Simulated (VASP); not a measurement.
# GePbBr6 (R-3) in VASP: single point with PBEsol

Aim: the single point of GePbBr6 with PBEsol.

All numbers are computed with VASP 6.6.1; they aren't measurements. Logs are shortened: lines on timing, memory, paths and dates and some standing lists are left out, and cuts for length are marked.

### 1 The cell of the first run

It takes space group R-3 (No. 148, trigonal). Conventional cell: a = 6.679 Å, b = 6.679 Å, c = 18.611 Å, α = 90.00°, β = 90.00°, γ = 120.00°. Ge (site symmetry -3) has 6 Br at 2.50 Å within 3.3 Å. Within 4.0 Å of Pb (site symmetry -3) lie 6 Br at 3.03 Å. Br (site symmetry 1) has 1 Ge at 2.50 Å and 1 Pb at 3.03 Å within 3.3 Å.

### 2 Single point, PBEsol

INCAR reads:

```
SYSTEM = GePbBr6
PREC = Accurate ; ENCUT = 520
EDIFF = 1E-7 ; ISMEAR = -1
SIGMA = 0.03 ; LREAL = .False.
LASPH = .True. ; NELM = 60
ALGO = Normal ; ISIF = 2
LWAVE = .False. ; LCHARG = .True.
GGA = PS ; LELF = .True.
LVHAR = .True. ; NBANDS = 45
```

KPOINTS reads:

```
regular mesh
0
Gamma
  4 4 4
  0 0 0
```

POSCAR reads:

```
GePbBr6
1.0
    3.3394441868      1.9280289985      6.2035354244
   -3.3394441868      1.9280289985      6.2035354244
    0.0000000000     -3.8560580020      6.2035354229
Ge Pb Br
1 1 6
Direct
    0.5000000000      0.5000000000      0.5000000000
    0.0000000000      0.0000000000      0.0000000000
    0.5355339494      0.9019206162      0.2908977773
    0.9019206162      0.2908977773      0.5355339494
    0.7091022227      0.4644660506      0.0980793838
    0.0980793838      0.7091022227      0.4644660506
    0.4644660506      0.0980793838      0.7091022227
    0.2908977773      0.5355339494      0.9019206162
```

Potentials or basis: VASP PAW PBE potentials, release 64 (Ge_d, Pb_d, Br).

On the command line:

```bash
$ cat potpaw_PBE.64/Ge_d/POTCAR potpaw_PBE.64/Pb_d/POTCAR potpaw_PBE.64/Br/POTCAR > POTCAR
$ mpirun -np 1 vasp_std > vasp.out
```

OUTCAR:

```text
SYSTEM = GePbBr6
   PREC = Accurate
   ENCUT = 520
   EDIFF = 1E-7
   ISMEAR = -1
   LREAL = .False.
   LASPH = .True.
   NELM = 60
   ISIF = 2
   GGA = PS

 ion  position               nearest neighbor table
   1  0.500  0.500  0.500-   3 2.50   7 2.50   5 2.50   8 2.50   4 2.50   6 2.50
   2  0.000  0.000  0.000-   3 3.03   7 3.03   6 3.03   4 3.03   5 3.03   8 3.03
   3  0.536  0.902  0.291-   1 2.50   2 3.03
   4  0.902  0.291  0.536-   1 2.50   2 3.03
   5  0.709  0.464  0.098-   1 2.50   2 3.03
   6  0.098  0.709  0.464-   1 2.50   2 3.03
   7  0.464  0.098  0.709-   1 2.50   2 3.03
   8  0.291  0.536  0.902-   1 2.50   2 3.03

  LATTYP: Found a trigonal (rhomboedric) cell.
 ALAT       =     7.3043161937
 COS(alpha) =     0.5819586472

  Lattice vectors:

 A1 = (   3.3394441868,   1.9280289985,   6.2035354244)
 A2 = (  -3.3394441868,   1.9280289985,   6.2035354244)
 A3 = (   0.0000000000,  -3.8560580020,   6.2035354229)

Analysis of symmetry for initial positions (statically):
=====================================================================
 Subroutine PRICEL returns:
 Original cell was already a primitive cell.

 Routine SETGRP: Setting up the symmetry group for a
 trigonal (rhombohedral) supercell.

 Subroutine GETGRP returns: Found  6 space group operations
 (whereof  6 operations were pure point group operations)
 out of a pool of 12 trial point group operations.

The static configuration has the point symmetry S_6 .

Analysis of symmetry for dynamics (positions and initial velocities):
=====================================================================
 Subroutine PRICEL returns:
 Original cell was already a primitive cell.

 Routine SETGRP: Setting up the symmetry group for a
 trigonal (rhombohedral) supercell.

 Subroutine GETGRP returns: Found  6 space group operations
 (whereof  6 operations were pure point group operations)
 out of a pool of 12 trial point group operations.

The dynamic configuration has the point symmetry S_6 .

 Subroutine INISYM returns: Found  6 space group operations
 (whereof  6 operations are pure point group operations),
 and found     1 'primitive' translations

----------------------------------------------------------------------------------------

                                     Primitive cell

  volume of cell :     239.6505

  direct lattice vectors                    reciprocal lattice vectors
     3.339444187  1.928028999  6.203535424     0.149725515  0.086444066  0.053732801
    -3.339444187  1.928028999  6.203535424    -0.149725515  0.086444066  0.053732801
     0.000000000 -3.856058002  6.203535423     0.000000000 -0.172888133  0.053732801

  length of vectors
     7.304316194  7.304316194  7.304316194     0.181045630  0.181045630  0.181045630

  position of ions in fractional coordinates (direct lattice)
     0.500000000  0.500000000  0.500000000
     0.000000000  0.000000000  0.000000000
     0.535533949  0.901920616  0.290897777
     0.901920616  0.290897777  0.535533949
     0.709102223  0.464466051  0.098079384
     0.098079384  0.709102223  0.464466051
     0.464466051  0.098079384  0.709102223
     0.290897777  0.535533949  0.901920616

  ion indices of the primitive-cell ions
   primitive index   ion index
                 1           1
                 2           2
                 3           3
                 4           4
                 5           5
                 6           6
                 7           7
                 8           8

----------------------------------------------------------------------------------------

 KPOINTS: regular mesh

Automatic generation of k-mesh.
 Grid dimensions read from file:
 generate k-points for:    4    4    4

 Generating k-lattice:

  Cartesian coordinates                     Fractional coordinates (reciprocal lattice)
     0.037431379  0.021611017  0.013433200     0.250000000  0.000000000  0.000000000
    -0.037431379  0.021611017  0.013433200     0.000000000  0.250000000  0.000000000
     0.000000000 -0.043222033  0.013433200    -0.000000000 -0.000000000  0.250000000

  Length of vectors
     0.045261408  0.045261408  0.045261408

  Shift w.r.t. Gamma in fractional coordinates (k-lattice)
     0.000000000  0.000000000  0.000000000

 Subroutine IBZKPT returns following result:
 ===========================================

 Found     14 irreducible k-points:

 Following reciprocal coordinates:
            Coordinates               Weight
  0.000000  0.000000  0.000000      1.000000
  0.250000  0.000000  0.000000      6.000000
  0.500000  0.000000  0.000000      3.000000
  0.250000  0.250000  0.000000      6.000000
  0.500000  0.250000  0.000000      6.000000
  0.500000  0.000000 -0.250000      6.000000
 -0.250000  0.250000  0.000000      6.000000
  0.500000  0.500000  0.000000      3.000000
  0.250000  0.250000  0.250000      2.000000
  0.500000  0.250000  0.250000      6.000000
 -0.250000  0.250000  0.250000      6.000000
  0.500000  0.500000  0.250000      6.000000
 -0.250000  0.500000  0.250000      6.000000
  0.500000  0.500000  0.500000      1.000000
   k-points           NKPTS =     14   k-points in BZ     NKDIM =     14   number of bands    NBANDS=     45
   number of dos      NEDOS =    301   number of ions     NIONS =      8
   total plane-waves  NPLWV = 157464
   dimension x,y,z NGX =    54 NGY =   54 NGZ =   54
   dimension x,y,z NGXF=   108 NGYF=  108 NGZF=  108
   ions per type =               1   1   6
   NGX,Y,Z   is equivalent  to a cutoff of  12.29, 12.29, 12.29 a.u.
   NGXF,Y,Z  is equivalent  to a cutoff of  24.58, 24.58, 24.58 a.u.
 SYSTEM =  GePbBr6
   PREC   = accura    normal or accurate (medium, high low for compatibility)
   ISTART =      0    job   : 0-new  1-cont  2-samecut
   ICHARG =      2    charge: 1-file 2-atom 10-const
   ISPIN  =      1    spin polarized calculation?
   LNONCOLLINEAR =      F non collinear calculations
   LSORBIT =      F    spin-orbit coupling
   LASPH  =      T    aspherical Exc in radial PAW
   ENCUT  =  520.0 eV  38.22 Ry    6.18 a.u.  13.58 13.58 13.58*2*pi/ulx,y,z
   NELM   =     60;   NELMIN=  2; NELMDL= -5     # of ELM steps
   EDIFF  = 0.1E-06   stopping-criterion for ELM
   LREAL  =      F    real-space projection
   EDIFFG = 0.1E-05   stopping-criterion for IOM
   NSW    =      0    number of steps for IOM
   IBRION =     -1    ionic relax: 0-MD 1-quasi-New 2-CG
   NFREE  =      0    steps in history (QN), initial steepest desc. (CG)
   ISIF   =      2    stress and relaxation
   ISYM   =      2    0-nonsym 1-usesym 2-fastsym
   POTIM  = 0.5000    time-step for ionic-motion
   TEBEG  =    0.0;   TEEND  =   0.0 temperature during run
   PSTRESS=    0.0 pullay stress
   NELECT =      70.0000    total number of electrons
   NUPDOWN=      -1.0000    fix difference up-down
   EMIN   =  10.00;   EMAX   =-10.00  energy-range for DOS
   EFERMI =   0.00;   METHOD = LEGACY
   ISMEAR =    -1;   SIGMA  =   0.03  broadening in eV -4-tet -1-fermi 0-gaus
   EFERMI_NEDOS =   21; number of points for ismear=-14 and -15
   IALGO  =     38    algorithm
   IMIX   =      4    mixing-type and parameters
     AMIX     =   0.40;   BMIX     =  1.00
     AMIX_MAG =   1.60;   BMIX_MAG =  1.00
  volume/ion in A,a.u.               =      29.96       202.16
  Fermi-wavevector in a.u.,A,eV,Ry     =   1.086212  2.052644 16.052934  1.179857
  Thomas-Fermi vector in A             =   2.222344
   LORBIT       =      0    0 simple, 1 ext, 2 COOP (PROOUT), +10 PAW based schemes
   GGA     = PS    functional components
   LHFCALC =     F    Hartree Fock is set to
   AEXX    =    0.0000 exact exchange contribution
   IVDW    =     0    specifies the selected vdW correction
   LEPSILON=     F    determine dielectric tensor
   LRPA    =     F    only Hartree local field effects (RPA)
 non-spin polarized calculation
  energy-cutoff  :      520.00
  volume of cell :      239.65
 maximum number of plane-waves:      6491
   NGX = 27   NGY = 27   NGZ = 27

 number of electron      70.0000003 magnetization

 Free energy of the ion-electron system (eV)
  ---------------------------------------------------
  ext. energy  EPLUGINS =         0.00000000
  ---------------------------------------------------
  free energy    TOTEN  =       -24.41994488 eV

  energy without entropy =      -24.41994487  energy(sigma->0) =      -24.41994488

 E-fermi :   1.5953     XC(G=0):  -8.8024

 val. band max:        1.0662998333   @ k =   0.5000   0.5000   0.0000
 cond. band min:       2.0537185923   @ k =   0.5000   0.5000   0.5000
 fundamental gap:      0.9874187590
 Fermi energy:         1.5953141037

 k-point     1 :       0.0000    0.0000    0.0000
  band No.  band energies     occupation
      1     -23.6900      2.00000
      2     -23.6900      2.00000
      3     -23.6509      2.00000
      4     -23.6509      2.00000
      5     -23.6481      2.00000
      6     -14.9095      2.00000
[... 37 lines left out ...]
     44       9.1934      0.00000
     45       9.4605      0.00000

 k-point     2 :       0.2500    0.0000    0.0000
  band No.  band energies     occupation
      1     -23.6900      2.00000
      2     -23.6899      2.00000
      3     -23.6509      2.00000
      4     -23.6509      2.00000
      5     -23.6481      2.00000
      6     -14.9112      2.00000
[... 37 lines left out ...]
     44       8.8641      0.00000
     45       9.2274      0.00000

 k-point     3 :       0.5000    0.0000    0.0000
  band No.  band energies     occupation
      1     -23.6900      2.00000
      2     -23.6899      2.00000
      3     -23.6509      2.00000
      4     -23.6509      2.00000
      5     -23.6481      2.00000
      6     -14.9130      2.00000
[... 37 lines left out ...]
     44       8.9722      0.00000
     45       9.2703      0.00000

 k-point     4 :       0.2500    0.2500    0.0000
  band No.  band energies     occupation
      1     -23.6899      2.00000
      2     -23.6899      2.00000
      3     -23.6509      2.00000
      4     -23.6509      2.00000
      5     -23.6481      2.00000
      6     -14.9142      2.00000
[... 421 lines left out ...]
     44       8.8754      0.00000
     45       9.4974      0.00000

 k-point    13 :      -0.2500    0.5000    0.2500
  band No.  band energies     occupation
      1     -23.6899      2.00000
      2     -23.6899      2.00000
      3     -23.6509      2.00000
      4     -23.6509      2.00000
      5     -23.6481      2.00000
      6     -14.9184      2.00000
[... 37 lines left out ...]
     44       8.8253      0.00000
     45       9.2295      0.00000

 k-point    14 :       0.5000    0.5000    0.5000
  band No.  band energies     occupation
      1     -23.6899      2.00000
      2     -23.6899      2.00000
      3     -23.6509      2.00000
      4     -23.6509      2.00000
      5     -23.6481      2.00000
      6     -14.9116      2.00000
[... 37 lines left out ...]
     44       8.9830      0.00000
     45       9.9877      0.00000

------------------------ aborting loop because EDIFF is reached ----------------------------------------

  FORCE on cell =-STRESS in cart. coord.  units (eV):
  Direction    XX          YY          ZZ          XY          YZ          ZX
  --------------------------------------------------------------------------------------
  -------------------------------------------------------------------------------------
  Total        0.0512295      0.0512295      0.0700176      0.0000012     -0.0000000     -0.0000000
  in kB        0.3424933      0.3424933      0.4681011      0.0000079     -0.0000000     -0.0000000
  external PRESSURE =       0.3843626 kB  Pullay stress =       0.0000000 kB

 VOLUME and BASIS-vectors are now :
 -----------------------------------------------------------------------------
  energy-cutoff  :      520.00
  volume of cell :      239.65
      direct lattice vectors                 reciprocal lattice vectors
     3.339444187  1.928028999  6.203535424     0.149725515  0.086444066  0.053732801
    -3.339444187  1.928028999  6.203535424    -0.149725515  0.086444066  0.053732801
     0.000000000 -3.856058002  6.203535423     0.000000000 -0.172888133  0.053732801

 POSITION                                       TOTAL-FORCE (eV/Angst)
 -----------------------------------------------------------------------------------
      0.00000     -0.00000      9.30530         0.000000     -0.000000      0.000000
      0.00000      0.00000      0.00000         0.000000     -0.000000     -0.000000
     -1.22353      1.64974     10.72189        -0.002657      0.006915      0.006195
      2.04048      0.23474     10.72189         0.007317     -0.001157      0.006195
      0.81695      1.88447      7.88871         0.004660      0.005759     -0.006195
     -2.04048     -0.23474      7.88871        -0.007317      0.001157     -0.006195
      1.22353     -1.64974      7.88871         0.002657     -0.006915     -0.006195
     -0.81695     -1.88447     10.72189        -0.004660     -0.005759      0.006195
 -----------------------------------------------------------------------------------
    total drift:                                0.000000     -0.000000      0.000000

  FREE ENERGIE OF THE ION-ELECTRON SYSTEM (eV)
  ---------------------------------------------------
  free  energy   TOTEN  =       -24.4199448796 eV

  energy  without entropy=      -24.4199448713  energy(sigma->0) =      -24.41994488
```

Wall time 1.9 min (1 thread of Intel Xeon 6975P-C (Granite Rapids), shared host); peak memory 0.47 GiB.

Results:

* Free energy: -24.4199 eV
* Pressure: 0.0 GPa
* Largest force: 0.010 eV/Å
* Band gap on the k mesh: 0.99 eV (least direct gap 1.26 eV)

Forces on the atoms (eV/Å):
```
Ge   0.000  0.000  0.000
Pb   0.000  0.000  0.000
Br  -0.003  0.007  0.006
Br   0.007 -0.001  0.006
Br   0.005  0.006 -0.006
Br  -0.007  0.001 -0.006
Br   0.003 -0.007 -0.006
Br  -0.005 -0.006  0.006
```

Levels at points of the mesh, in eV from the valence-band top:
| k point | band 32 | band 33 | band 34 | band 35 | band 36 | band 37 | band 38 | band 39 |
| --- | --- | --- | --- | --- | --- | --- | --- | --- |
| (0.00, 0.00, 0.00) | -0.35 | -0.28 | -0.28 | -0.18 | 1.90 | 3.35 | 3.36 | 3.36 |
| (0.50, 0.00, 0.00) | -0.73 | -0.31 | -0.31 | -0.26 | 1.12 | 3.99 | 4.02 | 4.51 |
| (0.50, 0.50, 0.00) | -0.57 | -0.45 | -0.27 | 0.00 | 1.38 | 3.17 | 3.88 | 4.06 |
| (0.50, 0.50, 0.50) | -0.42 | -0.42 | -0.32 | -0.32 | 0.99 | 4.01 | 4.23 | 4.23 |

Caveat: the PAW data sets were made with another functional, which shifts forces and pressure a little; spin-orbit coupling is left out, which moves the levels of the heavy elements.
